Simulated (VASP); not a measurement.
# AlIn2As2P (P6/mmm) in VASP: notebook

The runs below take AlIn2As2P through single point, with PBE.

All numbers are computed with VASP 6.6.1; they aren't measurements. Logs are shortened: lines on timing, memory, paths and dates and some standing lists are left out, and cuts for length are marked.

## 1. The cell of the first run

Symmetry: P6/mmm, No. 191, hexagonal system. The conventional cell has a = 4.107 Å, b = 4.107 Å, c = 9.912 Å, α = 90.00°, β = 90.00°, γ = 120.00°. Al (site symmetry 6/mmm) has 6 In at 2.37 Å and 2 As at 2.66 Å within 3.1 Å. Within 3.1 Å of In (site symmetry -6m2) lie 3 In at 2.37 Å and 3 Al at 2.37 Å. P (site symmetry 6/mmm) has 2 As at 2.30 Å within 3.0 Å. As (site symmetry 6mm) has 1 P at 2.30 Å and 1 Al at 2.66 Å within 3.0 Å.

## 2. Single point, PBE

The input, INCAR:

```
SYSTEM = AlIn2As2P
PREC = Accurate
ENCUT = 520
EDIFF = 1E-6
ISMEAR = 0
SIGMA = 0.1
LREAL = .FALSE.
LASPH = .TRUE.
NELM = 80
ALGO = Normal
ISIF = 2
LWAVE = .FALSE.
LCHARG = .FALSE.
GGA = PE
NBANDS = 31
```

The input, KPOINTS:

```
Automatic mesh
0
G
  6 6 2
  0 0 0
```

The input, POSCAR:

```
AlIn2As2P
1.0
    4.1070417900      0.0000000000      0.0000000000
   -2.0535209000      3.5568025300      0.0000000000
    0.0000000000      0.0000000000      9.9123289800
Al In P As
1 2 1 2
Direct
    0.0000000000      0.0000000000      0.5000000000
    0.3333333300      0.6666666700      0.5000000000
    0.6666666700      0.3333333300      0.5000000000
    0.0000000000      0.0000000000      0.0000000000
    0.0000000000      0.0000000000      0.2320708400
    0.0000000000      0.0000000000      0.7679291600
```

Potentials or basis: VASP PAW PBE potentials, release 64 (Al, In_d, P, As).

Launch:

```bash
cat potpaw_PBE.64/Al/POTCAR potpaw_PBE.64/In_d/POTCAR potpaw_PBE.64/P/POTCAR potpaw_PBE.64/As/POTCAR > POTCAR
mpirun -np 1 vasp_std > vasp.out
```

OUTCAR:

```text
SYSTEM = AlIn2As2P
   PREC = Accurate
   ENCUT = 520
   EDIFF = 1E-6
   ISMEAR = 0
   LREAL = .FALSE.
   LASPH = .TRUE.
   NELM = 80
   ISIF = 2
   GGA = PE

 ion  position               nearest neighbor table
   1  0.000  0.000  0.500-   2 2.37   3 2.37   3 2.37   2 2.37   3 2.37   2 2.37   5 2.66   6 2.66

   2  0.333  0.667  0.500-   3 2.37   1 2.37   3 2.37   1 2.37   1 2.37   3 2.37
   3  0.667  0.333  0.500-   2 2.37   1 2.37   2 2.37   1 2.37   1 2.37   2 2.37
   4  0.000  0.000  0.000-   5 2.30   6 2.30
   5  0.000  0.000  0.232-   4 2.30   1 2.66
   6  0.000  0.000  0.768-   4 2.30   1 2.66

  LATTYP: Found a hexagonal cell.
 ALAT       =     4.1070417900
 C/A-ratio  =     2.4134960117

  Lattice vectors:

 A1 = (   4.1070417900,   0.0000000000,   0.0000000000)
 A2 = (  -2.0535209000,   3.5568025300,   0.0000000000)
 A3 = (   0.0000000000,   0.0000000000,   9.9123289800)

Analysis of symmetry for initial positions (statically):
=====================================================================
 Subroutine PRICEL returns:
 Original cell was already a primitive cell.

 Routine SETGRP: Setting up the symmetry group for a
 hexagonal supercell.

 Subroutine GETGRP returns: Found 24 space group operations
 (whereof 24 operations were pure point group operations)
 out of a pool of 24 trial point group operations.

The static configuration has the point symmetry D_6h.

Analysis of symmetry for dynamics (positions and initial velocities):
=====================================================================
 Subroutine PRICEL returns:
 Original cell was already a primitive cell.

 Routine SETGRP: Setting up the symmetry group for a
 hexagonal supercell.

 Subroutine GETGRP returns: Found 24 space group operations
 (whereof 24 operations were pure point group operations)
 out of a pool of 24 trial point group operations.

The dynamic configuration has the point symmetry D_6h.

 Subroutine INISYM returns: Found 24 space group operations
 (whereof 24 operations are pure point group operations),
 and found     1 'primitive' translations

----------------------------------------------------------------------------------------

                                     Primitive cell

  volume of cell :     144.7987

  direct lattice vectors                    reciprocal lattice vectors
     4.107041790  0.000000000  0.000000000     0.243484252  0.140575699  0.000000000
    -2.053520900  3.556802530  0.000000000     0.000000000  0.281151397  0.000000000
[... 85 lines left out ...]
   NSW    =      0    number of steps for IOM
   IBRION =     -1    ionic relax: 0-MD 1-quasi-New 2-CG
   NFREE  =      0    steps in history (QN), initial steepest desc. (CG)
   ISIF   =      2    stress and relaxation
   ISYM   =      2    0-nonsym 1-usesym 2-fastsym
   POTIM  = 0.5000    time-step for ionic-motion
   TEBEG  =    0.0;   TEEND  =   0.0 temperature during run
   PSTRESS=    0.0 pullay stress
   NELECT =      44.0000    total number of electrons
   NUPDOWN=      -1.0000    fix difference up-down
   EMIN   =  10.00;   EMAX   =-10.00  energy-range for DOS
   EFERMI =   0.00;   METHOD = LEGACY
   ISMEAR =     0;   SIGMA  =   0.10  broadening in eV -4-tet -1-fermi 0-gaus
   EFERMI_NEDOS =   21; number of points for ismear=-14 and -15
   IALGO  =     38    algorithm
   IMIX   =      4    mixing-type and parameters
     AMIX     =   0.40;   BMIX     =  1.00
     AMIX_MAG =   1.60;   BMIX_MAG =  1.00
  volume/ion in A,a.u.               =      24.13       162.86
  Fermi-wavevector in a.u.,A,eV,Ry     =   1.100620  2.079871 16.481623  1.211365
  Thomas-Fermi vector in A             =   2.237034
   LORBIT       =      0    0 simple, 1 ext, 2 COOP (PROOUT), +10 PAW based schemes
   GGA     = PE    functional components
   LHFCALC =     F    Hartree Fock is set to
   AEXX    =    0.0000 exact exchange contribution
   IVDW    =     0    specifies the selected vdW correction
   LEPSILON=     F    determine dielectric tensor
   LRPA    =     F    only Hartree local field effects (RPA)
 non-spin polarized calculation
 Gauss-broadening in eV      SIGMA  =   0.10
  energy-cutoff  :      520.00
  volume of cell :      144.80
 maximum number of plane-waves:      3931
 NGX is ok and might be reduce to    32
   NGX = 15   NGY = 15   NGZ = 37

 number of electron      43.9999997 magnetization

 Free energy of the ion-electron system (eV)
  ---------------------------------------------------
  ext. energy  EPLUGINS =         0.00000000
  ---------------------------------------------------
  free energy    TOTEN  =       -12.42981360 eV

  energy without entropy =      -12.41344590  energy(sigma->0) =      -12.42162975

 E-fermi :   5.3032     XC(G=0):  -9.2567

 val. band max:        5.2604197493   @ k =   0.1667   0.1667   0.5000
 cond. band min:       5.3449821278   @ k =   0.1667  -0.0000   0.0000
 fundamental gap:      0.0845623785
 Fermi energy:         5.3031785360

 k-point     1 :       0.0000    0.0000    0.0000
  band No.  band energies     occupation
      1     -12.6718      2.00000
      2     -12.1246      2.00000
      3     -12.1246      2.00000
      4     -11.8150      2.00000
      5     -11.8150      2.00000
      6     -11.7757      2.00000
[... 465 lines left out ...]
     30      11.4933      0.00000
     31      12.3221      0.00000

------------------------ aborting loop because EDIFF is reached ----------------------------------------

  FORCE on cell =-STRESS in cart. coord.  units (eV):
  Direction    XX          YY          ZZ          XY          YZ          ZX
  --------------------------------------------------------------------------------------
  -------------------------------------------------------------------------------------
  Total       41.7806396     41.7806397     -7.1072118     -0.0000001     -0.0000000      0.0000000
  in kB      462.2970083    462.2970097    -78.6403170     -0.0000006     -0.0000000      0.0000000
  external PRESSURE =     281.9845670 kB  Pullay stress =       0.0000000 kB

 VOLUME and BASIS-vectors are now :
 -----------------------------------------------------------------------------
  energy-cutoff  :      520.00
  volume of cell :      144.80
      direct lattice vectors                 reciprocal lattice vectors
     4.107041790  0.000000000  0.000000000     0.243484252  0.140575699  0.000000000
    -2.053520900  3.556802530  0.000000000     0.000000000  0.281151397  0.000000000
     0.000000000  0.000000000  9.912328980     0.000000000  0.000000000  0.100884464

 POSITION                                       TOTAL-FORCE (eV/Angst)
 -----------------------------------------------------------------------------------
      0.00000      0.00000      4.95616         0.000000      0.000000     -0.000000
     -0.00000      2.37120      4.95616         0.000000      0.000000     -0.000000
      2.05352      1.18560      4.95616        -0.000000      0.000000     -0.000000
      0.00000      0.00000      0.00000         0.000000      0.000000     -0.000000
      0.00000      0.00000      2.30036         0.000000     -0.000000     -0.785088
      0.00000      0.00000      7.61197        -0.000000      0.000000      0.785088
 -----------------------------------------------------------------------------------
    total drift:                               -0.000000      0.000000     -0.000000

  FREE ENERGIE OF THE ION-ELECTRON SYSTEM (eV)
  ---------------------------------------------------
  free  energy   TOTEN  =       -12.4298135979 eV

  energy  without entropy=      -12.4134458972  energy(sigma->0) =      -12.42162975
```

stdout:

```text
POSCAR found type information on POSCAR AlInP As
 POSCAR found :  4 types and       6 ions
 scaLAPACK will be used
 LDA part: xc-table for (Slater+PW92), standard interpolation
 POSCAR, INCAR and KPOINTS ok, starting setup
 FFT: planning ... GRIDC
 FFT: planning ... GRID_SOFT
 FFT: planning ... GRID
 WAVECAR not read
 entering main loop
```

Run time: 86 s. Hardware: 1 thread of AMD EPYC 7R43 (Zen 3), shared host; peak memory 0.26 GiB.

Results:

```
Free energy            : -12.4298 eV
Pressure               : 28.2 GPa
Largest force          : 0.785 eV/Å
Band gap on the k mesh : zero (band 22 reaches 5.95 eV, above the bottom of band 23 at 4.33 eV)
```

Forces on the atoms (eV/Å):
```
Al   0.000  0.000  0.000
In   0.000  0.000  0.000
In   0.000  0.000  0.000
P    0.000  0.000  0.000
As   0.000  0.000 -0.785
As   0.000  0.000  0.785
```

Levels at points of the mesh, in eV from the Fermi level:
| k point | band 19 | band 20 | band 21 | band 22 | band 23 | band 24 | band 25 | band 26 |
| --- | --- | --- | --- | --- | --- | --- | --- | --- |
| (0.00, 0.00, 0.00) | -1.19 | -0.76 | -0.15 | 0.04 | 0.04 | 0.22 | 0.22 | 2.41 |
| (0.50, 0.00, 0.00) | -3.13 | -1.30 | -1.18 | -0.41 | 0.11 | 0.71 | 1.48 | 1.79 |
| (0.00, 0.00, 0.50) | -0.93 | -0.93 | -0.77 | -0.77 | 1.46 | 1.46 | 1.49 | 1.78 |
| (0.50, 0.00, 0.50) | -1.85 | -1.79 | -1.48 | -1.43 | -0.36 | 0.12 | 1.23 | 2.17 |

Caveat: spin-orbit coupling is left out, which moves the levels of the heavy elements.

## 3. Single point, PBE

This run uses another cell than the first one, of 37.88 Å³/atom, 1.570 times its volume.

The input, INCAR:

```
PREC     = Accurate       # precision mode
ENCUT    = 520            # plane-wave cutoff, eV
EDIFF    = 1E-6           # SCF threshold, eV
ISMEAR   = 0              # smearing method
SIGMA    = 0.1            # smearing width, eV
LREAL    = F              # projectors in reciprocal space
LASPH    = T              # aspherical terms in the spheres
NELM     = 80             # most SCF steps
ALGO     = Normal         # electronic algorithm
ISIF     = 2              # what is computed and relaxed
LWAVE    = F              # write WAVECAR
LCHARG   = T              # write CHGCAR
GGA      = PE             # functional
LELF     = T              # ELF
LVHAR    = T            
NBANDS   = 31             # bands
```

The input, KPOINTS:

```
Automatic mesh
0
Gamma
  6 6 2
```

The input, POSCAR:

```
AlIn2As2P
1.0
    5.2646335693      0.0000000037      0.0000000000
   -2.6323167879      4.5593064108      0.0000000000
    0.0000000000      0.0000000000      9.4700343170
Al In P As
1 2 1 2
Direct
    0.0000000000      0.0000000000      0.5000000000
    0.3333333333      0.6666666667      0.5000000000
    0.6666666667      0.3333333333      0.5000000000
    0.0000000000      0.0000000000      0.0000000000
    0.0000000000      0.0000000000      0.2314235609
    0.0000000000      0.0000000000      0.7685764391
```

Potentials or basis: VASP PAW PBE potentials, release 64 (Al, In_d, P, As).

Launch:

```bash
cat potpaw_PBE.64/Al/POTCAR potpaw_PBE.64/In_d/POTCAR potpaw_PBE.64/P/POTCAR potpaw_PBE.64/As/POTCAR > POTCAR
mpirun -np 1 vasp_std > vasp.out
```

It took 2.6 min on 1 thread of AMD EPYC 7R43 (Zen 3), shared host; peak memory 0.34 GiB.

The run converged. Its results:

```
Free energy            : -19.8780 eV
Pressure               : 0.0 GPa
Largest force          : 0.037 eV/Å
Band gap on the k mesh : zero (band 22 reaches 2.74 eV, above the bottom of band 23 at 1.18 eV)
```

Forces in eV/Å, atoms in the order of the input:
```
Al   0.000  0.000  0.000
In   0.000  0.000  0.000
In   0.000  0.000  0.000
P    0.000  0.000  0.000
As   0.000  0.000  0.037
As   0.000  0.000 -0.037
```

Stress tensor (GPa, compression positive):
```
-0.02  0.00  0.00
 0.00 -0.02  0.00
 0.00  0.00  0.19
```

Levels at points of the mesh, in eV from the Fermi level:
```
           k point  band 18  band 19  band 20  band 21  band 22  band 23  band 24  band 25  band 26  band 27
(0.00, 0.00, 0.00)    -1.30    -0.72    -0.44    -0.44    -0.32    -0.32    -0.20    -0.20     0.61     2.77
(0.50, 0.00, 0.00)    -2.22    -2.20    -1.66    -1.50    -0.61     1.57     2.16     2.21     2.29     2.52
(0.00, 0.00, 0.50)    -1.30    -1.30    -0.81    -0.72    -0.20    -0.20     0.35     1.26     1.26     1.43
(0.50, 0.00, 0.50)    -2.55    -1.98    -0.81    -0.52    -0.09    -0.08     0.28     1.31     2.31     3.49
```

Caveat: spin-orbit coupling is left out, which moves the levels of the heavy elements.
